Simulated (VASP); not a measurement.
# MgO (Fm-3m) in VASP: notebook

The runs below take MgO through single point, with PBEsol.

Program: VASP 6.6.1. These are calculated values, not measurements. Logs are shortened: lines on timing, memory, paths and dates and some standing lists are left out, and cuts for length are marked.

## Step 1: The cell of the first run

It takes space group Fm-3m (No. 225, cubic). Conventional cell: a = 4.297 Å, b = 4.297 Å, c = 4.297 Å, α = 90.00°, β = 90.00°, γ = 90.00°. Within 2.8 Å of Mg (site symmetry m-3m) lie 6 O at 2.15 Å. Within 2.8 Å of O (site symmetry m-3m) lie 6 Mg at 2.15 Å.

## Step 2: Single point, PBEsol

The input, INCAR:

```
PREC     = Accurate       # precision mode
ENCUT    = 520            # plane-wave cutoff, eV
EDIFF    = 1E-6           # SCF threshold, eV
ISMEAR   = -1             # smearing method
SIGMA    = 0.02           # smearing width, eV
LREAL    = F              # projectors in reciprocal space
LASPH    = T              # aspherical terms in the spheres
NELM     = 60             # most SCF steps
ALGO     = Normal         # electronic algorithm
ISIF     = 2              # what is computed and relaxed
LWAVE    = F              # write WAVECAR
LCHARG   = F              # write CHGCAR
GGA      = PS             # functional
NBANDS   = 11             # bands
```

The input, KPOINTS:

```
Automatic mesh
0
Gamma
  8 8 8
```

The input, POSCAR:

```
MgO
1.0
    0.0000000000      2.1485000000      2.1485000000
    2.1485000000      0.0000000000      2.1485000000
    2.1485000000      2.1485000000      0.0000000000
Mg O
1 1
Direct
    0.0000000000      0.0000000000      0.0000000000
    0.5000000000      0.5000000000      0.5000000000
```

Potentials or basis: VASP PAW PBE potentials, release 64 (Mg, O).

Run with:

```console
$ cat potpaw_PBE.64/Mg/POTCAR potpaw_PBE.64/O/POTCAR > POTCAR
$ mpirun -np 1 vasp_std > vasp.out
```

OUTCAR:

```text
PREC = Accurate
   ENCUT = 520
   EDIFF = 1E-6
   ISMEAR = -1
   LREAL = F
   LASPH = T
   NELM = 60
   ISIF = 2
   GGA = PS

 ion  position               nearest neighbor table
   1  0.000  0.000  0.000-   2 2.15   2 2.15   2 2.15   2 2.15   2 2.15   2 2.15
   2  0.500  0.500  0.500-   1 2.15   1 2.15   1 2.15   1 2.15   1 2.15   1 2.15

  LATTYP: Found a face centered cubic cell.
 ALAT       =     4.2970000000

  Lattice vectors:

 A1 = (   0.0000000000,   2.1485000000,   2.1485000000)
 A2 = (   2.1485000000,   0.0000000000,   2.1485000000)
 A3 = (   2.1485000000,   2.1485000000,   0.0000000000)

Analysis of symmetry for initial positions (statically):
=====================================================================
 Subroutine PRICEL returns:
 Original cell was already a primitive cell.

 Routine SETGRP: Setting up the symmetry group for a
 face centered cubic supercell.

 Subroutine GETGRP returns: Found 48 space group operations
 (whereof 48 operations were pure point group operations)
 out of a pool of 48 trial point group operations.

The static configuration has the point symmetry O_h .

Analysis of symmetry for dynamics (positions and initial velocities):
=====================================================================
 Subroutine PRICEL returns:
 Original cell was already a primitive cell.

 Routine SETGRP: Setting up the symmetry group for a
 face centered cubic supercell.

 Subroutine GETGRP returns: Found 48 space group operations
 (whereof 48 operations were pure point group operations)
 out of a pool of 48 trial point group operations.

The dynamic configuration has the point symmetry O_h .

 Subroutine INISYM returns: Found 48 space group operations
 (whereof 48 operations are pure point group operations),
 and found     1 'primitive' translations

----------------------------------------------------------------------------------------

                                     Primitive cell

  volume of cell :      19.8352

  direct lattice vectors                    reciprocal lattice vectors
     0.000000000  2.148500000  2.148500000    -0.232720503  0.232720503  0.232720503
     2.148500000  0.000000000  2.148500000     0.232720503 -0.232720503  0.232720503
     2.148500000  2.148500000  0.000000000     0.232720503  0.232720503 -0.232720503

  length of vectors
     3.038437839  3.038437839  3.038437839     0.403083735  0.403083735  0.403083735

  position of ions in fractional coordinates (direct lattice)
     0.000000000  0.000000000  0.000000000
     0.500000000  0.500000000  0.500000000

  ion indices of the primitive-cell ions
   primitive index   ion index
                 1           1
                 2           2

----------------------------------------------------------------------------------------

 KPOINTS: Automatic mesh

Automatic generation of k-mesh.
 Grid dimensions read from file:
 generate k-points for:    8    8    8

 Generating k-lattice:

  Cartesian coordinates                     Fractional coordinates (reciprocal lattice)
    -0.029090063  0.029090063  0.029090063     0.125000000  0.000000000  0.000000000
     0.029090063 -0.029090063  0.029090063     0.000000000  0.125000000  0.000000000
     0.029090063  0.029090063 -0.029090063     0.000000000  0.000000000  0.125000000

  Length of vectors
     0.050385467  0.050385467  0.050385467

  Shift w.r.t. Gamma in fractional coordinates (k-lattice)
     0.000000000  0.000000000  0.000000000

 Subroutine IBZKPT returns following result:
 ===========================================

 Found     29 irreducible k-points:

 Following reciprocal coordinates:
            Coordinates               Weight
  0.000000  0.000000  0.000000      1.000000
  0.125000  0.000000  0.000000      8.000000
  0.250000  0.000000  0.000000      8.000000
  0.375000  0.000000  0.000000      8.000000
  0.500000  0.000000  0.000000      4.000000
  0.125000  0.125000  0.000000      6.000000
[... 16 lines left out ...]
  0.500000  0.250000  0.125000     48.000000
 -0.375000  0.250000  0.125000     24.000000
 [... further k-points ...]
   k-points           NKPTS =     29   k-points in BZ     NKDIM =     29   number of bands    NBANDS=     11
   number of dos      NEDOS =    301   number of ions     NIONS =      2
   total plane-waves  NPLWV =  13824
   dimension x,y,z NGX =    24 NGY =   24 NGZ =   24
   dimension x,y,z NGXF=    48 NGYF=   48 NGZF=   48
   ions per type =               1   1
   NGX,Y,Z   is equivalent  to a cutoff of  13.13, 13.13, 13.13 a.u.
   NGXF,Y,Z  is equivalent  to a cutoff of  26.26, 26.26, 26.26 a.u.
 SYSTEM =  unknown system
   PREC   = accura    normal or accurate (medium, high low for compatibility)
   ISTART =      0    job   : 0-new  1-cont  2-samecut
   ICHARG =      2    charge: 1-file 2-atom 10-const
   ISPIN  =      1    spin polarized calculation?
   LNONCOLLINEAR =      F non collinear calculations
   LSORBIT =      F    spin-orbit coupling
   LASPH  =      T    aspherical Exc in radial PAW
   ENCUT  =  520.0 eV  38.22 Ry    6.18 a.u.   5.65  5.65  5.65*2*pi/ulx,y,z
   NELM   =     60;   NELMIN=  2; NELMDL= -5     # of ELM steps
   EDIFF  = 0.1E-05   stopping-criterion for ELM
   LREAL  =      F    real-space projection
   EDIFFG = 0.1E-04   stopping-criterion for IOM
   NSW    =      0    number of steps for IOM
   IBRION =     -1    ionic relax: 0-MD 1-quasi-New 2-CG
   NFREE  =      0    steps in history (QN), initial steepest desc. (CG)
   ISIF   =      2    stress and relaxation
   ISYM   =      2    0-nonsym 1-usesym 2-fastsym
   POTIM  = 0.5000    time-step for ionic-motion
   TEBEG  =    0.0;   TEEND  =   0.0 temperature during run
   PSTRESS=    0.0 pullay stress
   NELECT =       8.0000    total number of electrons
   NUPDOWN=      -1.0000    fix difference up-down
   EMIN   =  10.00;   EMAX   =-10.00  energy-range for DOS
   EFERMI =   0.00;   METHOD = LEGACY
   ISMEAR =    -1;   SIGMA  =   0.02  broadening in eV -4-tet -1-fermi 0-gaus
   EFERMI_NEDOS =   21; number of points for ismear=-14 and -15
   IALGO  =     38    algorithm
   IMIX   =      4    mixing-type and parameters
     AMIX     =   0.40;   BMIX     =  1.00
     AMIX_MAG =   1.60;   BMIX_MAG =  1.00
  volume/ion in A,a.u.               =       9.92        66.93
  Fermi-wavevector in a.u.,A,eV,Ry     =   1.209556  2.285730 19.905688  1.463027
  Thomas-Fermi vector in A             =   2.345130
   LORBIT       =      0    0 simple, 1 ext, 2 COOP (PROOUT), +10 PAW based schemes
   GGA     = PS    functional components
   LHFCALC =     F    Hartree Fock is set to
   AEXX    =    0.0000 exact exchange contribution
   IVDW    =     0    specifies the selected vdW correction
   LEPSILON=     F    determine dielectric tensor
   LRPA    =     F    only Hartree local field effects (RPA)
 non-spin polarized calculation
  energy-cutoff  :      520.00
  volume of cell :       19.84
 maximum number of plane-waves:       544
   NGX = 11   NGY = 11   NGZ = 11

 number of electron       7.9999999 magnetization

 Free energy of the ion-electron system (eV)
  ---------------------------------------------------
  ext. energy  EPLUGINS =         0.00000000
  ---------------------------------------------------
  free energy    TOTEN  =       -12.47994797 eV

  energy without entropy =      -12.47994797  energy(sigma->0) =      -12.47994797

 E-fermi :   3.0722     XC(G=0): -11.0241

 val. band max:        2.6323828968   @ k =   0.0000   0.0000   0.0000
 cond. band min:       6.7103972196   @ k =   0.0000   0.0000   0.0000
 fundamental gap:      4.0780143228
 Fermi energy:         3.0722110535

 k-point     1 :       0.0000    0.0000    0.0000
  band No.  band energies     occupation
      1     -14.2738      2.00000
      2       2.6324      2.00000
      3       2.6324      2.00000
      4       2.6324      2.00000
      5       6.7104      0.00000
      6      17.9311      0.00000
      7      17.9311      0.00000
      8      17.9311      0.00000
      9      21.6195      0.00000
     10      23.4340      0.00000
     11      23.4340      0.00000

 k-point     2 :       0.1250    0.0000    0.0000
  band No.  band energies     occupation
      1     -14.1243      2.00000
      2       1.6822      2.00000
      3       2.5381      2.00000
      4       2.5381      2.00000
      5       7.6393      0.00000
      6      16.2579      0.00000
      7      18.2564      0.00000
      8      18.2564      0.00000
      9      22.3699      0.00000
     10      22.3699      0.00000
     11      23.6107      0.00000

 k-point     3 :       0.2500    0.0000    0.0000
  band No.  band energies     occupation
      1     -13.7372      2.00000
      2       0.0474      2.00000
      3       2.3205      2.00000
      4       2.3205      2.00000
      5       9.0938      0.00000
      6      14.6698      0.00000
      7      18.6441      0.00000
      8      18.6441      0.00000
      9      21.9827      0.00000
     10      21.9827      0.00000
     11      23.5334      0.00000

 k-point     4 :       0.3750    0.0000    0.0000
  band No.  band energies     occupation
      1     -13.3039      2.00000
      2      -1.2766      2.00000
      3       2.1155      2.00000
      4       2.1155      2.00000
      5       9.8747      0.00000
      6      14.3275      0.00000
      7      18.3920      0.00000
      8      18.3920      0.00000
      9      22.7999      0.00000
     10      23.2473      0.00000
     11      23.2473      0.00000
[... 239 lines left out ...]
 k-point    22 :       0.3750    0.2500    0.1250
  band No.  band energies     occupation
      1     -13.4594      2.00000
      2      -0.2864      2.00000
      3       1.5407      2.00000
      4       2.0604      2.00000
      5      10.4547      0.00000
      6      13.6939      0.00000
      7      16.9383      0.00000
      8      19.3576      0.00000
      9      20.0383      0.00000
     10      24.2341      0.00000
     11      27.3147      0.00000

 k-point    23 :       0.5000    0.2500    0.1250
  band No.  band energies     occupation
      1     -13.1182      2.00000
      2      -0.9266      2.00000
      3       0.9932      2.00000
      4       1.8228      2.00000
      5      11.5089      0.00000
      6      13.7300      0.00000
      7      15.7986      0.00000
      8      18.9333      0.00000
      9      21.5194      0.00000
     10      24.1257      0.00000
     11      27.5569      0.00000

 k-point    24 :      -0.3750    0.2500    0.1250
  band No.  band energies     occupation
      1     -12.9673      2.00000
      2      -1.1955      2.00000
      3       0.7951      2.00000
      4       1.7091      2.00000
      5      11.7491      0.00000
      6      14.1409      0.00000
      7      15.3991      0.00000
      8      18.6876      0.00000
      9      22.3173      0.00000
     10      23.7722      0.00000
     11      27.7153      0.00000

 [... further k-points ...]
[... 5 lines left out ...]
  --------------------------------------------------------------------------------------
  -------------------------------------------------------------------------------------
  Total       -1.0816588     -1.0816588     -1.0816588      0.0000000      0.0000000      0.0000000
  in kB      -87.3704966    -87.3704966    -87.3704966      0.0000000      0.0000000      0.0000000
  external PRESSURE =     -87.3704966 kB  Pullay stress =       0.0000000 kB

 VOLUME and BASIS-vectors are now :
 -----------------------------------------------------------------------------
  energy-cutoff  :      520.00
  volume of cell :       19.84
      direct lattice vectors                 reciprocal lattice vectors
     0.000000000  2.148500000  2.148500000    -0.232720503  0.232720503  0.232720503
     2.148500000  0.000000000  2.148500000     0.232720503 -0.232720503  0.232720503
     2.148500000  2.148500000  0.000000000     0.232720503  0.232720503 -0.232720503

 POSITION                                       TOTAL-FORCE (eV/Angst)
 -----------------------------------------------------------------------------------
      0.00000      0.00000      0.00000         0.000000     -0.000000      0.000000
      2.14850      2.14850      2.14850        -0.000000      0.000000      0.000000
 -----------------------------------------------------------------------------------
    total drift:                               -0.000000     -0.000000      0.000000

  FREE ENERGIE OF THE ION-ELECTRON SYSTEM (eV)
  ---------------------------------------------------
  free  energy   TOTEN  =       -12.4799479666 eV

  energy  without entropy=      -12.4799479666  energy(sigma->0) =      -12.47994797
```

Run time: 3.5 s. Hardware: 1 thread of Intel Xeon 6975P-C, shared host; peak memory 0.14 GiB.

What came out:

```yaml
Free_energy: -12.4799 eV
Pressure: -8.7 GPa
Band_gap_on_the_k_mesh: 4.08 eV, direct
```

Levels at points of the mesh, in eV from the valence-band top:
| k point | band 1 | band 2 | band 3 | band 4 | band 5 | band 6 | band 7 | band 8 | band 9 |
| --- | --- | --- | --- | --- | --- | --- | --- | --- | --- |
| (0.00, 0.00, 0.00) | -16.91 | 0.00 | 0.00 | 0.00 | 4.08 | 15.30 | 15.30 | 15.30 | 18.99 |
| (0.50, 0.00, 0.00) | -15.74 | -4.42 | -0.60 | -0.60 | 7.38 | 11.84 | 15.57 | 15.57 | 19.89 |
| (0.50, 0.50, 0.00) | -15.50 | -3.90 | -1.28 | -1.28 | 8.85 | 9.25 | 12.35 | 17.96 | 17.96 |

Caveat: the PAW data sets were made with another functional, which shifts forces and pressure a little.

(Part 1 of 2 ends here.)
